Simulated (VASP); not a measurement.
# Ir in VASP: further runs

Ir is run at these levels: PBEsol; tasks: single point.

Everything below comes from runs of VASP 6.6.1. Logs are shortened: lines on timing, memory, paths and dates and some standing lists are left out, and cuts for length are marked.

## Step 1: The cell of the first run

It takes space group Fm-3m (No. 225, cubic). Conventional cell: a = 3.935 Å, b = 3.935 Å, c = 3.935 Å, α = 90.00°, β = 90.00°, γ = 90.00°. Ir (site symmetry m-3m) has 12 Ir at 2.78 Å within 3.7 Å.

## Step 2: Single point, PBEsol (strain +0.025 along x and y, +0.025 along z)

INCAR reads:

```
PREC     = Accurate       # precision mode
ENCUT    = 520            # plane-wave cutoff, eV
EDIFF    = 1E-6           # SCF threshold, eV
ISMEAR   = 0              # smearing method
SIGMA    = 0.15           # smearing width, eV
LREAL    = F              # projectors in reciprocal space
LASPH    = T              # aspherical terms in the spheres
NELM     = 100            # most SCF steps
ALGO     = Normal         # electronic algorithm
ISIF     = 2              # what is computed and relaxed
LWAVE    = F              # write WAVECAR
LCHARG   = F              # write CHGCAR
GGA      = PS             # functional
NBANDS   = 10             # bands
```

KPOINTS reads:

```
Automatic mesh
0
Gamma
  22 22 22
```

POSCAR reads:

```
Ir
1.0
    0.0000000000      1.9676925000      1.9676925000
    1.9676925000      0.0000000000      1.9676925000
    1.9676925000      1.9676925000      0.0000000000
Ir
1
Direct
    0.0000000000      0.0000000000      0.0000000000
```

Potentials or basis: VASP PAW PBE potentials, release 64 (Ir).

The run is started by

```bash
cat potpaw_PBE.64/Ir/POTCAR > POTCAR
mpirun -np 1 vasp_std > vasp.out
```

OUTCAR:

```text
PREC = Accurate
   ENCUT = 520
   EDIFF = 1E-6
   ISMEAR = 0
   LREAL = F
   LASPH = T
   NELM = 100
   ISIF = 2
   GGA = PS

 ion  position               nearest neighbor table
   1  0.000  0.000  0.000-

  LATTYP: Found a face centered cubic cell.
 ALAT       =     3.9353850000

  Lattice vectors:

 A1 = (   0.0000000000,   1.9676925000,   1.9676925000)
 A2 = (   1.9676925000,   0.0000000000,   1.9676925000)
 A3 = (   1.9676925000,   1.9676925000,   0.0000000000)

Analysis of symmetry for initial positions (statically):
=====================================================================
 Subroutine PRICEL returns:
 Original cell was already a primitive cell.

 Routine SETGRP: Setting up the symmetry group for a
 face centered cubic supercell.

 Subroutine GETGRP returns: Found 48 space group operations
 (whereof 48 operations were pure point group operations)
 out of a pool of 48 trial point group operations.

The static configuration has the point symmetry O_h .

Analysis of symmetry for dynamics (positions and initial velocities):
=====================================================================
 Subroutine PRICEL returns:
 Original cell was already a primitive cell.

 Routine SETGRP: Setting up the symmetry group for a
 face centered cubic supercell.

 Subroutine GETGRP returns: Found 48 space group operations
 (whereof 48 operations were pure point group operations)
 out of a pool of 48 trial point group operations.

The dynamic configuration has the point symmetry O_h .

 Subroutine INISYM returns: Found 48 space group operations
 (whereof 48 operations are pure point group operations),
 and found     1 'primitive' translations

----------------------------------------------------------------------------------------

                                     Primitive cell

  volume of cell :      15.2371

  direct lattice vectors                    reciprocal lattice vectors
     0.000000000  1.967692500  1.967692500    -0.254104745  0.254104745  0.254104745
     1.967692500  0.000000000  1.967692500     0.254104745 -0.254104745  0.254104745
     1.967692500  1.967692500  0.000000000     0.254104745  0.254104745 -0.254104745

  length of vectors
     2.782737420  2.782737420  2.782737420     0.440122328  0.440122328  0.440122328

  position of ions in fractional coordinates (direct lattice)
     0.000000000  0.000000000  0.000000000

  ion indices of the primitive-cell ions
   primitive index   ion index
                 1           1

----------------------------------------------------------------------------------------

 KPOINTS: Automatic mesh

Automatic generation of k-mesh.
 Grid dimensions read from file:
 generate k-points for:   22   22   22

 Generating k-lattice:

  Cartesian coordinates                     Fractional coordinates (reciprocal lattice)
    -0.011550216  0.011550216  0.011550216     0.045454545  0.000000000  0.000000000
     0.011550216 -0.011550216  0.011550216     0.000000000  0.045454545  0.000000000
     0.011550216  0.011550216 -0.011550216     0.000000000  0.000000000  0.045454545

  Length of vectors
     0.020005560  0.020005560  0.020005560

  Shift w.r.t. Gamma in fractional coordinates (k-lattice)
     0.000000000  0.000000000  0.000000000

 Subroutine IBZKPT returns following result:
 ===========================================

 Found    328 irreducible k-points:

 Following reciprocal coordinates:
            Coordinates               Weight
  0.000000  0.000000  0.000000      1.000000
  0.045455  0.000000  0.000000      8.000000
  0.090909  0.000000  0.000000      8.000000
  0.136364  0.000000  0.000000      8.000000
  0.181818  0.000000  0.000000      8.000000
  0.227273  0.000000  0.000000      8.000000
[... 16 lines left out ...]
  0.500000  0.045455  0.000000     24.000000
 -0.454545  0.045455  0.000000     24.000000
 [... further k-points ...]
   k-points           NKPTS =    328   k-points in BZ     NKDIM =    328   number of bands    NBANDS=     10
   number of dos      NEDOS =    301   number of ions     NIONS =      1
   total plane-waves  NPLWV =  13824
   dimension x,y,z NGX =    24 NGY =   24 NGZ =   24
   dimension x,y,z NGXF=    48 NGYF=   48 NGZF=   48
   ions per type =               1
   NGX,Y,Z   is equivalent  to a cutoff of  14.34, 14.34, 14.34 a.u.
   NGXF,Y,Z  is equivalent  to a cutoff of  28.68, 28.68, 28.68 a.u.
 SYSTEM =  unknown system
   PREC   = accura    normal or accurate (medium, high low for compatibility)
   ISTART =      0    job   : 0-new  1-cont  2-samecut
   ICHARG =      2    charge: 1-file 2-atom 10-const
   ISPIN  =      1    spin polarized calculation?
   LNONCOLLINEAR =      F non collinear calculations
   LSORBIT =      F    spin-orbit coupling
   LASPH  =      T    aspherical Exc in radial PAW
   ENCUT  =  520.0 eV  38.22 Ry    6.18 a.u.   5.17  5.17  5.17*2*pi/ulx,y,z
   NELM   =    100;   NELMIN=  2; NELMDL= -5     # of ELM steps
   EDIFF  = 0.1E-05   stopping-criterion for ELM
   LREAL  =      F    real-space projection
   EDIFFG = 0.1E-04   stopping-criterion for IOM
   NSW    =      0    number of steps for IOM
   IBRION =     -1    ionic relax: 0-MD 1-quasi-New 2-CG
   NFREE  =      0    steps in history (QN), initial steepest desc. (CG)
   ISIF   =      2    stress and relaxation
   ISYM   =      2    0-nonsym 1-usesym 2-fastsym
   POTIM  = 0.5000    time-step for ionic-motion
   TEBEG  =    0.0;   TEEND  =   0.0 temperature during run
   PSTRESS=    0.0 pullay stress
   NELECT =       9.0000    total number of electrons
   NUPDOWN=      -1.0000    fix difference up-down
   EMIN   =  10.00;   EMAX   =-10.00  energy-range for DOS
   EFERMI =   0.00;   METHOD = LEGACY
   ISMEAR =     0;   SIGMA  =   0.15  broadening in eV -4-tet -1-fermi 0-gaus
   EFERMI_NEDOS =   21; number of points for ismear=-14 and -15
   IALGO  =     38    algorithm
   IMIX   =      4    mixing-type and parameters
     AMIX     =   0.40;   BMIX     =  1.00
     AMIX_MAG =   1.60;   BMIX_MAG =  1.00
  volume/ion in A,a.u.               =      15.24       102.82
  Fermi-wavevector in a.u.,A,eV,Ry     =   1.373584  2.595697 25.670547  1.886732
  Thomas-Fermi vector in A             =   2.499087
   LORBIT       =      0    0 simple, 1 ext, 2 COOP (PROOUT), +10 PAW based schemes
   GGA     = PS    functional components
   LHFCALC =     F    Hartree Fock is set to
   AEXX    =    0.0000 exact exchange contribution
   IVDW    =     0    specifies the selected vdW correction
   LEPSILON=     F    determine dielectric tensor
   LRPA    =     F    only Hartree local field effects (RPA)
 non-spin polarized calculation
 Gauss-broadening in eV      SIGMA  =   0.15
  energy-cutoff  :      520.00
  volume of cell :       15.24
 maximum number of plane-waves:       424
 NGX is ok and might be reduce to    24
   NGX = 11   NGY = 11   NGZ = 11

 number of electron       9.0000000 magnetization

 Free energy of the ion-electron system (eV)
  ---------------------------------------------------
  ext. energy  EPLUGINS =         0.00000000
  ---------------------------------------------------
  free energy    TOTEN  =        -9.72557267 eV

  energy without entropy =       -9.71176926  energy(sigma->0) =       -9.71867097

 E-fermi :   8.9714     XC(G=0): -13.6693

 val. band max:        8.9598171856   @ k =  -0.1818   0.1364   0.0455
 cond. band min:       8.9785212989   @ k =   0.3636   0.1818   0.0000
 fundamental gap:      0.0187041133
 Fermi energy:         8.9714037771

 k-point     1 :       0.0000    0.0000    0.0000
  band No.  band energies     occupation
      1      -1.4030      2.00000
      2       5.5171      2.00000
      3       5.5171      2.00000
      4       5.5171      2.00000
      5       7.9288      2.00000
      6       7.9288      2.00000
      7      23.4414      0.00000
      8      28.5764      0.00000
      9      28.5764      0.00000
     10      28.5764      0.00000

 k-point     2 :       0.0455    0.0000    0.0000
  band No.  band energies     occupation
      1      -1.3175      2.00000
      2       5.4730      2.00000
      3       5.5537      2.00000
      4       5.5537      2.00000
      5       7.9060      2.00000
      6       7.9060      2.00000
      7      23.5843      0.00000
      8      28.0639      0.00000
      9      28.7115      0.00000
     10      28.7115      0.00000

 k-point     3 :       0.0909    0.0000    0.0000
  band No.  band energies     occupation
      1      -1.0663      2.00000
      2       5.3531      2.00000
      3       5.6547      2.00000
      4       5.6547      2.00000
      5       7.8498      2.00000
      6       7.8498      2.00000
      7      23.9884      0.00000
      8      26.9593      0.00000
      9      29.1077      0.00000
     10      29.1077      0.00000

 k-point     4 :       0.1364    0.0000    0.0000
  band No.  band energies     occupation
      1      -0.6664      2.00000
      2       5.1926      2.00000
      3       5.7901      2.00000
      4       5.7901      2.00000
      5       7.7985      2.00000
      6       7.7985      2.00000
      7      24.5722      0.00000
      8      25.6956      0.00000
      9      29.7373      0.00000
     10      29.7373      0.00000
[... 222 lines left out ...]
 k-point    22 :       0.4545    0.0455    0.0000
  band No.  band energies     occupation
      1       1.6844      2.00000
      2       5.4113      2.00000
      3       5.5536      2.00000
      4       7.4926      2.00000
      5       9.7225      0.00000
      6       9.8584      0.00000
      7      16.2714      0.00000
      8      23.2649      0.00000
      9      28.1228      0.00000
     10      28.5006      0.00000

 k-point    23 :       0.5000    0.0455    0.0000
  band No.  band energies     occupation
      1       1.6881      2.00000
      2       5.3758      2.00000
      3       5.5050      2.00000
      4       7.9554      2.00000
      5       9.7828      0.00000
      6      10.1874      0.00000
      7      15.5205      0.00000
      8      23.0996      0.00000
      9      27.9705      0.00000
     10      27.9990      0.00000

 k-point    24 :      -0.4545    0.0455    0.0000
  band No.  band energies     occupation
      1       1.6884      2.00000
      2       5.3928      2.00000
      3       5.5048      2.00000
      4       7.8751      2.00000
      5       9.6628      0.00000
      6      10.2013      0.00000
      7      15.6857      0.00000
      8      23.1330      0.00000
      9      27.8286      0.00000
     10      28.2812      0.00000

 [... further k-points ...]

------------------------ aborting loop because EDIFF is reached ----------------------------------------

  FORCE on cell =-STRESS in cart. coord.  units (eV):
  Direction    XX          YY          ZZ          XY          YZ          ZX
  --------------------------------------------------------------------------------------
  -------------------------------------------------------------------------------------
  Total       -2.3695350     -2.3695350     -2.3695350     -0.0000000      0.0000000     -0.0000000
  in kB     -249.1563905   -249.1563905   -249.1563905     -0.0000000      0.0000000     -0.0000000
  external PRESSURE =    -249.1563905 kB  Pullay stress =       0.0000000 kB

 VOLUME and BASIS-vectors are now :
 -----------------------------------------------------------------------------
  energy-cutoff  :      520.00
  volume of cell :       15.24
      direct lattice vectors                 reciprocal lattice vectors
     0.000000000  1.967692500  1.967692500    -0.254104745  0.254104745  0.254104745
     1.967692500  0.000000000  1.967692500     0.254104745 -0.254104745  0.254104745
     1.967692500  1.967692500  0.000000000     0.254104745  0.254104745 -0.254104745

 POSITION                                       TOTAL-FORCE (eV/Angst)
 -----------------------------------------------------------------------------------
      0.00000      0.00000      0.00000         0.000000      0.000000      0.000000
 -----------------------------------------------------------------------------------
    total drift:                               -0.000000      0.000000      0.000000

  FREE ENERGIE OF THE ION-ELECTRON SYSTEM (eV)
  ---------------------------------------------------
  free  energy   TOTEN  =        -9.7255726692 eV

  energy  without entropy=       -9.7117692637  energy(sigma->0) =       -9.71867097
```

Run time: 43 s. Hardware: 1 thread of Intel Xeon 8259CL, shared host; peak memory 0.19 GiB.

Results:

- Free energy: -9.7256 eV
- Pressure: -24.9 GPa
- Band gap on the k mesh: zero (an odd number of electrons rules out a gap without spin polarisation)

Caveat: the cell differs from its parent crystal (strain +0.025 along x and y, +0.025 along z); the cell stands under tension; the PAW data sets were made with another functional, which shifts forces and pressure a little; spin-orbit coupling is left out, which moves the levels of the heavy elements.

## Step 3: Single point, PBEsol (strain +0.050 along x and y, +0.050 along z)

INCAR reads:

```
SYSTEM = Ir
ALGO = Normal
EDIFF = 1E-6
ENCUT = 520
GGA = PS
ISIF = 2
ISMEAR = 0
LASPH = .True.
LCHARG = .False.
LREAL = .False.
LWAVE = .False.
NBANDS = 10
NELM = 80
PREC = Accurate
SIGMA = 0.15
```

KPOINTS reads:

```
k-points
0
Gamma
  22 22 22
  0 0 0
```

POSCAR reads:

```
Ir
1.0
    0.0000000000      2.0156850000      2.0156850000
    2.0156850000      0.0000000000      2.0156850000
    2.0156850000      2.0156850000      0.0000000000
Ir
1
Direct
    0.0000000000      0.0000000000      0.0000000000
```

Potentials or basis: VASP PAW PBE potentials, release 64 (Ir).

The run is started by

```bash
cat potpaw_PBE.64/Ir/POTCAR > POTCAR
mpirun -np 1 vasp_std > vasp.out
```

It took 46 s on 1 thread of Intel Xeon 8259CL, shared host; peak memory 0.19 GiB.

Results (log left out):

| Quantity | Value |
| --- | --- |
| Free energy | -9.4911 eV |
| Pressure | -39.7 GPa |
| Band gap on the k mesh | zero (an odd number of electrons rules out a gap without spin polarisation) |

Levels at points of the mesh, in eV from the Fermi level:
```
           k point  band 1  band 2  band 3  band 4  band 5  band 6  band 7  band 8  band 9
(0.00, 0.00, 0.00)   -9.65   -3.09   -3.09   -3.09   -0.94   -0.94   14.54   19.26   19.26
(0.50, 0.00, 0.00)   -6.67   -3.15   -3.15   -0.38    0.70    0.70    5.89   14.04   18.50
(0.50, 0.50, 0.00)   -6.36   -5.87    0.68    1.14    1.14    1.75    8.64   11.02   11.02
```

Caveat: the cell differs from its parent crystal (strain +0.050 along x and y, +0.050 along z); the cell stands under tension; the PAW data sets were made with another functional, which shifts forces and pressure a little; spin-orbit coupling is left out, which moves the levels of the heavy elements.

## Step 4: Single point, PBEsol (strain -0.050 along x and y, -0.025 along z)

INCAR reads:

```
SYSTEM = Ir
ALGO = Fast
EDIFF = 1E-6
ENCUT = 520
GGA = PS
ISIF = 2
ISMEAR = 0
LASPH = .TRUE.
LCHARG = .FALSE.
LREAL = .FALSE.
LWAVE = .FALSE.
NBANDS = 10
NELM = 80
PREC = Accurate
SIGMA = 0.15
```

KPOINTS reads:

```
k-points
0
G
  22 22 22
  0 0 0
```

POSCAR reads:

```
Ir
1.0
    0.0000000000      1.8237150000      1.8717075000
    1.8237150000      0.0000000000      1.8717075000
    1.8237150000      1.8237150000      0.0000000000
Ir
1
Direct
    0.0000000000      0.0000000000      0.0000000000
```

The run is started by

```bash
cat potpaw_PBE.64/Ir/POTCAR > POTCAR
mpirun -np 1 vasp_std > vasp.out
```

It took 2.2 min on 1 thread of Intel Xeon 8259CL, shared host; peak memory 0.23 GiB.

Results (log left out):

```yaml
Free_energy: -9.5147 eV
Pressure: 65.9 GPa
Band_gap_on_the_k_mesh: zero (an odd number of electrons rules out a gap without spin polarisation)
```

Stress tensor (GPa, compression positive):
```
70.61  0.00  0.00
 0.00 70.61  0.00
 0.00  0.00 56.41
```

Levels at points of the mesh, in eV from the Fermi level:
| k point | band 1 | band 2 | band 3 | band 4 | band 5 | band 6 | band 7 | band 8 |
| --- | --- | --- | --- | --- | --- | --- | --- | --- |
| (0.00, 0.00, 0.00) | -12.60 | -4.98 | -4.57 | -4.57 | -1.68 | -1.12 | 14.02 | 19.72 |
| (0.50, 0.00, 0.00) | -9.57 | -5.07 | -4.64 | -1.09 | 1.07 | 1.30 | 8.70 | 13.56 |
| (0.50, 0.50, 0.00) | -9.54 | -8.85 | 1.21 | 1.32 | 1.89 | 1.89 | 11.88 | 12.66 |
| (0.50, 0.00, 0.50) | -9.53 | -8.88 | 1.14 | 1.70 | 1.93 | 2.13 | 11.95 | 12.38 |

Caveat: the cell differs from its parent crystal (strain -0.050 along x and y, -0.025 along z); the cell stands under pressure; the PAW data sets were made with another functional, which shifts forces and pressure a little; spin-orbit coupling is left out, which moves the levels of the heavy elements.

## Step 5: Single point, PBEsol (strain -0.050 along x and y, +0.000 along z)

INCAR reads:

```
SYSTEM = Ir
PREC = Accurate
ENCUT = 520
EDIFF = 1E-6
ISMEAR = 0
SIGMA = 0.15
LREAL = .FALSE.
LASPH = .TRUE.
NELM = 100
ALGO = Normal
ISIF = 2
LWAVE = .FALSE.
LCHARG = .TRUE.
GGA = PS
LELF = .TRUE.
LVHAR = .TRUE.
NBANDS = 10
```

KPOINTS reads:

```
regular mesh
0
G
  22 22 22
  0 0 0
```

POSCAR reads:

```
Ir
1.0
    0.0000000000      1.8237150000      1.9197000000
    1.8237150000      0.0000000000      1.9197000000
    1.8237150000      1.8237150000      0.0000000000
Ir
1
Direct
    0.0000000000      0.0000000000      0.0000000000
```

The run is started by

```bash
cat potpaw_PBE.64/Ir/POTCAR > POTCAR
mpirun -np 1 vasp_std > vasp.out
```

Run time: 1.7 min. Hardware: 1 thread of Intel Xeon 8259CL, shared host; peak memory 0.23 GiB.

Results (log left out):

```
Free energy            : -9.6025 eV
Pressure               : 49.9 GPa
Band gap on the k mesh : zero (an odd number of electrons rules out a gap without spin polarisation)
```

Stress tensor (GPa, compression positive):
```
58.66  0.00  0.00
 0.00 58.66  0.00
 0.00  0.00 32.24
```

Levels at points of the mesh, in eV from the Fermi level:
```tsv
k point	band 2	band 3	band 4	band 5	band 6	band 7
(0.00, 0.00, 0.00)	-5.04	-4.24	-4.24	-1.90	-0.82	14.14
(0.50, 0.00, 0.00)	-5.06	-4.25	-1.02	0.93	1.34	8.42
(0.50, 0.50, 0.00)	-8.50	0.94	1.20	1.78	1.78	11.00
(0.50, 0.00, 0.50)	-8.54	1.03	1.42	2.11	2.26	11.52
```

Caveat: the cell differs from its parent crystal (strain -0.050 along x and y, +0.000 along z); the cell stands under pressure; the PAW data sets were made with another functional, which shifts forces and pressure a little; spin-orbit coupling is left out, which moves the levels of the heavy elements.

## Step 6: Summary

```csv
cell,gap on the mesh (eV),pressure (GPa)
"a = 2.783 Å, angles 60.0°, 1 atom",none,-24.9
"a = 2.851 Å, angles 60.0°, 1 atom",none,-39.7
"a = 2.613, b = 2.613, c = 2.579 Å, angles 60.4, 60.4, 59.1°, 1 atom",none,65.9
"a = 2.648, b = 2.648, c = 2.579 Å, angles 60.9, 60.9, 58.3°, 1 atom",none,49.9
```

Alike in all rows: task single point; level PBEsol; potentials or basis VASP PAW PBE potentials, release 64 (Ir); no spin polarisation; k mesh 22 × 22 × 22; cutoff (eV) 520; smearing gaussian 0.15 eV.

Caveats: the PAW data sets were made with another functional, which shifts forces and pressure a little; spin-orbit coupling is left out, which moves the levels of the heavy elements; the cell stands under tension (at least some runs); the cell stands under pressure (at least some runs).

Absolute energies hang on the potentials; compare differences alone.
